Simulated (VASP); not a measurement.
# ZrH (I-4m2) in VASP: further runs

Runs on ZrH. Level: LDA. Tasks: single point, relaxation of shape and atoms at fixed volume.

All numbers are computed with VASP 6.6.1; they aren't measurements. Logs are shortened: lines on timing, memory, paths and dates and some standing lists are left out, and cuts for length are marked.

## 1. The cell of the first run

The structure is tetragonal, space group I-4m2 (No. 119). Conventional cell: a = 3.307 Å, b = 3.307 Å, c = 4.951 Å, α = 90.00°, β = 90.00°, γ = 90.00°. Within 2.7 Å of Zr (site symmetry -4m2) lie 4 H at 2.07 Å. H (site symmetry -4m2) has 4 Zr at 2.07 Å within 2.7 Å.

## 2. Single point, LDA

Contents of INCAR:

```
SYSTEM = ZrH
PREC = Accurate ; ENCUT = 500
EDIFF = 1E-6 ; ISMEAR = -1
SIGMA = 0.1 ; LREAL = .FALSE.
LASPH = .TRUE. ; NELM = 120
ALGO = Normal ; ISIF = 2
LWAVE = .FALSE. ; LCHARG = .FALSE.
NBANDS = 14 ; GGA_COMPAT = .FALSE.
```

Contents of KPOINTS:

```
Automatic mesh
0
G
  11 11 11
  0 0 0
```

Contents of POSCAR:

```
ZrH
1.0
   -1.6534276208      1.6534276208      2.4756438294
    1.6534276208     -1.6534276208      2.4756438294
    1.6534276208      1.6534276208     -2.4756438294
Zr H
1 1
Direct
    0.0000000000      0.0000000000      0.0000000000
    0.7500000000      0.2500000000      0.5000000000
```

Potentials or basis: VASP PAW LDA potentials, release 64 (Zr_sv, H).

Run with:

```console
$ cat potpaw_LDA.64/Zr_sv/POTCAR potpaw_LDA.64/H/POTCAR > POTCAR
$ mpirun -np 1 vasp_std > vasp.out
```

OUTCAR:

```text
SYSTEM = ZrH
   PREC = Accurate
   ENCUT = 500
   EDIFF = 1E-6
   ISMEAR = -1
   LREAL = .FALSE.
   LASPH = .TRUE.
   NELM = 120
   ISIF = 2

 ion  position               nearest neighbor table
   1  0.000  0.000  0.000-   2 2.07   2 2.07   2 2.07   2 2.07
   2  0.750  0.250  0.500-   1 2.07   1 2.07   1 2.07   1 2.07

  LATTYP: Found a body centered tetragonal cell.
 ALAT       =     3.3068552416
 C/A-ratio  =     1.4972798315

  Lattice vectors:

 A1 = (  -1.6534276208,   1.6534276208,   2.4756438294)
 A2 = (   1.6534276208,  -1.6534276208,   2.4756438294)
 A3 = (   1.6534276208,   1.6534276208,  -2.4756438294)

Analysis of symmetry for initial positions (statically):
=====================================================================
 Subroutine PRICEL returns:
 Original cell was already a primitive cell.

 Routine SETGRP: Setting up the symmetry group for a
 body centered tetragonal supercell.

 Subroutine GETGRP returns: Found  8 space group operations
 (whereof  8 operations were pure point group operations)
 out of a pool of 16 trial point group operations.

The static configuration has the point symmetry D_2d.

Analysis of symmetry for dynamics (positions and initial velocities):
=====================================================================
 Subroutine PRICEL returns:
 Original cell was already a primitive cell.

 Routine SETGRP: Setting up the symmetry group for a
 body centered tetragonal supercell.

 Subroutine GETGRP returns: Found  8 space group operations
 (whereof  8 operations were pure point group operations)
 out of a pool of 16 trial point group operations.

The dynamic configuration has the point symmetry D_2d.

 Subroutine INISYM returns: Found  8 space group operations
 (whereof  8 operations are pure point group operations),
 and found     1 'primitive' translations

----------------------------------------------------------------------------------------

                                     Primitive cell

  volume of cell :      27.0719

  direct lattice vectors                    reciprocal lattice vectors
    -1.653427621  1.653427621  2.475643829     0.000000000  0.302402109  0.201967664
     1.653427621 -1.653427621  2.475643829     0.302402109  0.000000000  0.201967664
     1.653427621  1.653427621 -2.475643829     0.302402109  0.302402109  0.000000000

  length of vectors
     3.405357274  3.405357274  3.405357274     0.363645394  0.363645394  0.427661164

  position of ions in fractional coordinates (direct lattice)
[... 83 lines left out ...]
   IBRION =     -1    ionic relax: 0-MD 1-quasi-New 2-CG
   NFREE  =      0    steps in history (QN), initial steepest desc. (CG)
   ISIF   =      2    stress and relaxation
   ISYM   =      2    0-nonsym 1-usesym 2-fastsym
   POTIM  = 0.5000    time-step for ionic-motion
   TEBEG  =    0.0;   TEEND  =   0.0 temperature during run
   PSTRESS=    0.0 pullay stress
   NELECT =      13.0000    total number of electrons
   NUPDOWN=      -1.0000    fix difference up-down
   EMIN   =  10.00;   EMAX   =-10.00  energy-range for DOS
   EFERMI =   0.00;   METHOD = LEGACY
   ISMEAR =    -1;   SIGMA  =   0.10  broadening in eV -4-tet -1-fermi 0-gaus
   EFERMI_NEDOS =   21; number of points for ismear=-14 and -15
   IALGO  =     38    algorithm
   IMIX   =      4    mixing-type and parameters
     AMIX     =   0.40;   BMIX     =  1.00
     AMIX_MAG =   1.60;   BMIX_MAG =  1.00
  volume/ion in A,a.u.               =      13.54        91.35
  Fermi-wavevector in a.u.,A,eV,Ry     =   1.281985  2.422601 22.360995  1.643487
  Thomas-Fermi vector in A             =   2.414323
   LORBIT       =      0    0 simple, 1 ext, 2 COOP (PROOUT), +10 PAW based schemes
   GGA     = CA    functional components
   LHFCALC =     F    Hartree Fock is set to
   AEXX    =    0.0000 exact exchange contribution
   IVDW    =     0    specifies the selected vdW correction
   LEPSILON=     F    determine dielectric tensor
   LRPA    =     F    only Hartree local field effects (RPA)
 non-spin polarized calculation
  energy-cutoff  :      500.00
  volume of cell :       27.07
 maximum number of plane-waves:       701
 NGX is ok and might be reduce to    28
   NGX = 13   NGY = 13   NGZ = 13

 number of electron      13.0000000 magnetization

 Free energy of the ion-electron system (eV)
  ---------------------------------------------------
  ext. energy  EPLUGINS =         0.00000000
  ---------------------------------------------------
  free energy    TOTEN  =       -13.54269018 eV

  energy without entropy =      -13.49011583  energy(sigma->0) =      -13.51640300

 E-fermi :   7.4810     XC(G=0): -11.0793

 val. band max:        7.4775206187   @ k =  -0.0909   0.0909   0.0000
 cond. band min:       7.4830182756   @ k =   0.3636   0.0909   0.0909
 fundamental gap:      0.0054976569
 Fermi energy:         7.4809998940

 k-point     1 :       0.0000    0.0000    0.0000
  band No.  band energies     occupation
      1     -41.1079      2.00000
      2     -18.9634      2.00000
      3     -18.9434      2.00000
      4     -18.9434      2.00000
      5      -0.2769      2.00000
      6       7.7156      0.17472
      7       8.1923      0.00163
      8       8.1923      0.00163
      9       9.8991      0.00000
     10      10.6627      0.00000
     11      11.5882      0.00000
     12      20.1305      0.00000
     13      21.3065      0.00000
     14      21.3065      0.00000
[... 377 lines left out ...]
      1     -41.0741      2.00000
      2     -19.1458      2.00000
      3     -19.0292      2.00000
      4     -19.0229      2.00000
      5       0.6327      2.00000
      6       6.3832      1.99997
      7       8.5126      0.00007
      8       8.7699      0.00001
      9       9.1910      0.00000
     10      10.5213      0.00000
     11      14.4121      0.00000
     12      20.1935      0.00000
     13      20.7114      0.00000
     14      21.5555      0.00000

 [... further k-points ...]
[... 5 lines left out ...]
  --------------------------------------------------------------------------------------
  -------------------------------------------------------------------------------------
  Total       -1.0857093     -1.0857093     -1.0799980      0.0000000     -0.0000000      0.0000000
  in kB      -64.2548056    -64.2548056    -63.9167969      0.0000000     -0.0000000      0.0000000
  external PRESSURE =     -64.1421361 kB  Pullay stress =       0.0000000 kB

 VOLUME and BASIS-vectors are now :
 -----------------------------------------------------------------------------
  energy-cutoff  :      500.00
  volume of cell :       27.07
      direct lattice vectors                 reciprocal lattice vectors
    -1.653427621  1.653427621  2.475643829     0.000000000  0.302402109  0.201967664
     1.653427621 -1.653427621  2.475643829     0.302402109  0.000000000  0.201967664
     1.653427621  1.653427621 -2.475643829     0.302402109  0.302402109  0.000000000

 POSITION                                       TOTAL-FORCE (eV/Angst)
 -----------------------------------------------------------------------------------
      0.00000      0.00000      0.00000        -0.000000      0.000000      0.000000
      0.00000      1.65343      1.23782         0.000000     -0.000000     -0.000000
 -----------------------------------------------------------------------------------
    total drift:                               -0.000000      0.000000     -0.000000

  FREE ENERGIE OF THE ION-ELECTRON SYSTEM (eV)
  ---------------------------------------------------
  free  energy   TOTEN  =       -13.5426901811 eV

  energy  without entropy=      -13.4901158261  energy(sigma->0) =      -13.51640300
```

OSZICAR:

```text
N       E                     dE             d eps       ncg     rms          rms(c)
DAV:   1     0.833525487987E+02    0.83353E+02   -0.66430E+03  3528   0.848E+02
DAV:   2    -0.116491620463E+02   -0.95002E+02   -0.91576E+02  4362   0.249E+02
DAV:   3    -0.145758201285E+02   -0.29267E+01   -0.28951E+01  5164   0.372E+01
DAV:   4    -0.146218126097E+02   -0.45992E-01   -0.45974E-01  3994   0.458E+00
DAV:   5    -0.146226180348E+02   -0.80543E-03   -0.80542E-03  5142   0.435E-01    0.126E+01
DAV:   6    -0.137104441306E+02    0.91217E+00   -0.63455E-01  3714   0.761E+00    0.458E+00
DAV:   7    -0.135419557688E+02    0.16849E+00   -0.33224E-01  4234   0.459E+00    0.725E-01
DAV:   8    -0.135427189084E+02   -0.76314E-03   -0.30473E-02  4108   0.157E+00    0.351E-01
DAV:   9    -0.135427708120E+02   -0.51904E-04   -0.16451E-03  4210   0.357E-01    0.527E-02
DAV:  10    -0.135426896180E+02    0.81194E-04   -0.89256E-05  3706   0.702E-02    0.265E-02
DAV:  11    -0.135426901811E+02   -0.56316E-06   -0.30284E-06  4206   0.126E-02
   1 F= -.13542690E+02 E0= -.13516403E+02  d E =-.525744E-01
```

stdout:

```text
POSCAR found type information on POSCAR ZrH
 POSCAR found :  2 types and       2 ions
 scaLAPACK will be used
 LDA part: xc-table for (Slater(with rela. corr.)+CA(PZ))
 , standard interpolation
 POSCAR, INCAR and KPOINTS ok, starting setup
 FFT: planning ... GRIDC
 FFT: planning ... GRID_SOFT
 FFT: planning ... GRID
 WAVECAR not read
 entering main loop
```

It took 23 s on 1 thread of Intel Xeon Platinum 8488C (Sapphire Rapids), shared host; peak memory 0.17 GiB.

What came out:

```
Free energy            : -13.5427 eV
Pressure               : -6.4 GPa
Band gap on the k mesh : zero (an odd number of electrons rules out a gap without spin polarisation)
```

Levels at points of the mesh, in eV from the Fermi level:
```
           k point  band 3  band 4  band 5  band 6  band 7  band 8  band 9  band 10
(0.00, 0.00, 0.00)  -26.42  -26.42   -7.76    0.23    0.71    0.71    2.42     3.18
```

Caveat: the cell stands under tension.

## 3. Single point, LDA

Contents of INCAR:

```
PREC     = Accurate       # precision mode
ENCUT    = 500            # plane-wave cutoff, eV
EDIFF    = 1E-6           # SCF threshold, eV
ISMEAR   = -1             # smearing method
SIGMA    = 0.1            # smearing width, eV
LREAL    = False          # projectors in reciprocal space
LASPH    = True           # aspherical terms in the spheres
NELM     = 120            # most SCF steps
ALGO     = Normal         # electronic algorithm
ISIF     = 2              # what is computed and relaxed
LWAVE    = False          # write WAVECAR
LCHARG   = True           # write CHGCAR
LELF     = True           # ELF
LVHAR    = True         
NBANDS   = 14             # bands
GGA_COMPAT= False
```

Contents of KPOINTS:

```
regular mesh
0
Gamma
  11 11 11
```

Contents of POSCAR:

```
ZrH
1.0
   -1.6534276191      1.6534276191      2.4756438344
    1.6534276191     -1.6534276191      2.4756438344
    1.6534276191      1.6534276191     -2.4756438344
Zr H
1 1
Direct
    0.0000000000      0.0000000000      0.0000000000
    0.7500000000      0.2500000000      0.5000000000
```

Potentials or basis: VASP PAW LDA potentials, release 64 (Zr_sv, H).

Run with:

```console
$ cat potpaw_LDA.64/Zr_sv/POTCAR potpaw_LDA.64/H/POTCAR > POTCAR
$ mpirun -np 1 vasp_std > vasp.out
```

Wall time 24 s (1 thread of Intel Xeon Platinum 8488C (Sapphire Rapids), shared host); peak memory 0.17 GiB.

It converged, with:

| Item | Value |
| --- | --- |
| Free energy | -13.5427 eV |
| Pressure | -6.4 GPa |
| Band gap on the k mesh | zero (an odd number of electrons rules out a gap without spin polarisation) |

Levels at points of the mesh, in eV from the Fermi level:
| k point | band 2 | band 3 | band 4 | band 5 | band 6 | band 7 | band 8 | band 9 | band 10 | band 11 |
| --- | --- | --- | --- | --- | --- | --- | --- | --- | --- | --- |
| (0.00, 0.00, 0.00) | -26.44 | -26.42 | -26.42 | -7.76 | 0.23 | 0.71 | 0.71 | 2.42 | 3.18 | 4.11 |

Caveat: the cell stands under tension.

## 4. Relaxation of shape and atoms at fixed volume, LDA

Contents of INCAR:

```
SYSTEM = ZrH
PREC = Accurate ; ENCUT = 500
EDIFF = 1E-7 ; ISMEAR = -1
SIGMA = 0.1 ; LREAL = .False.
LASPH = .True. ; NELM = 120
ALGO = Normal ; ISIF = 4
LWAVE = .False. ; LCHARG = .False.
IBRION = 2 ; NSW = 80
EDIFFG = -0.03 ; GGA_COMPAT = .False.
NELMIN = 4
```

Contents of KPOINTS:

```
regular mesh
0
Gamma
  11 11 11
  0 0 0
```

Contents of POSCAR:

```
ZrH
1.0
   -1.6439080000      1.6439080000      2.5043990000
    1.6439080000     -1.6439080000      2.5043990000
    1.6439080000      1.6439080000     -2.5043990000
Zr H
1 1
Direct
    0.0000000000      0.0000000000      0.0000000000
    0.7500000000      0.2500000000      0.5000000000
```

Run with:

```console
$ cat potpaw_LDA.64/Zr_sv/POTCAR potpaw_LDA.64/H/POTCAR > POTCAR
$ mpirun -np 1 vasp_std > vasp.out
```

Run time: 20 s. Hardware: 1 thread of Intel Xeon Platinum 8488C (Sapphire Rapids), shared host; peak memory 0.16 GiB.

Results (log left out):

| Item | Value |
| --- | --- |
| Free energy | -13.5425 eV |
| Pressure after relaxing | -6.5 GPa |
| Band gap on the k mesh | zero (an odd number of electrons rules out a gap without spin polarisation) |

Stress tensor (GPa, compression positive):
```
-6.41  0.00  0.00
 0.00 -6.41  0.00
 0.00  0.00 -6.65
```

Final structure:
```
Zr H
1.0
    -1.64391    1.64391    2.50440
     1.64391   -1.64391    2.50440
     1.64391    1.64391   -2.50440
Zr H
1 1
Direct
  0.00000 0.00000 0.00000
  0.75000 0.25000 0.50000
```

Levels at points of the mesh, in eV from the Fermi level:
```tsv
k point	band 4	band 5	band 6	band 7	band 8	band 9
(0.00, 0.00, 0.00)	-26.41	-7.75	0.15	0.78	0.78	2.27
```

Caveat: the relaxation stopped at its first step, so nothing moved.

## 5. Relaxation of shape and atoms at fixed volume, LDA

Contents of INCAR:

```
SYSTEM = ZrH
PREC     = Accurate       ! precision mode
ENCUT    = 500            ! plane-wave cutoff, eV
EDIFF    = 1E-7           ! SCF threshold, eV
ISMEAR   = -1             ! smearing method
SIGMA    = 0.1            ! smearing width, eV
LREAL    = .FALSE.        ! projectors in reciprocal space
LASPH    = .TRUE.         ! aspherical terms in the spheres
NELM     = 120            ! most SCF steps
ALGO     = Normal         ! electronic algorithm
ISIF     = 4              ! what is computed and relaxed
LWAVE    = .FALSE.        ! write WAVECAR
LCHARG   = .FALSE.        ! write CHGCAR
GGA      = CA             ! functional
IBRION   = 2              ! ionic algorithm
NSW      = 80             ! ionic steps
EDIFFG   = -0.03          ! ionic threshold
GGA_COMPAT= .FALSE.      
NELMIN   = 4
```

Contents of KPOINTS:

```
Automatic mesh
0
G
  11 11 11
  0 0 0
```

POSCAR is that of step 4.

Run with:

```console
$ cat potpaw_LDA.64/Zr_sv/POTCAR potpaw_LDA.64/H/POTCAR > POTCAR
$ mpirun -np 1 vasp_std > vasp.out
```

Run time: 20 s. Hardware: 1 thread of Intel Xeon Platinum 8488C (Sapphire Rapids), shared host; peak memory 0.17 GiB.

It converged, with:

| Property | Result |
| --- | --- |
| Free energy | -13.5425 eV |
| Pressure after relaxing | -6.5 GPa |
| Band gap on the k mesh | zero (an odd number of electrons rules out a gap without spin polarisation) |

Stress tensor (GPa, compression positive):
```
-6.41  0.00  0.00
 0.00 -6.41  0.00
 0.00  0.00 -6.65
```

Final structure:
```xyz
2
Lattice="-1.6439 1.6439 2.5044 1.6439 -1.6439 2.5044 1.6439 1.6439 -2.5044" Properties=species:S:1:pos:R:3 pbc="T T T"
Zr    0.0000    0.0000    0.0000
H     0.0000    1.6439    1.2522
```

Levels at points of the mesh, in eV from the Fermi level:
```csv
k point,band 2,band 3,band 4,band 5,band 6,band 7,band 8,band 9,band 10
"(0.00, 0.00, 0.00)",-26.44,-26.41,-26.41,-7.75,0.15,0.78,0.78,2.27,3.29
```

Caveat: the relaxation stopped at its first step, so nothing moved.
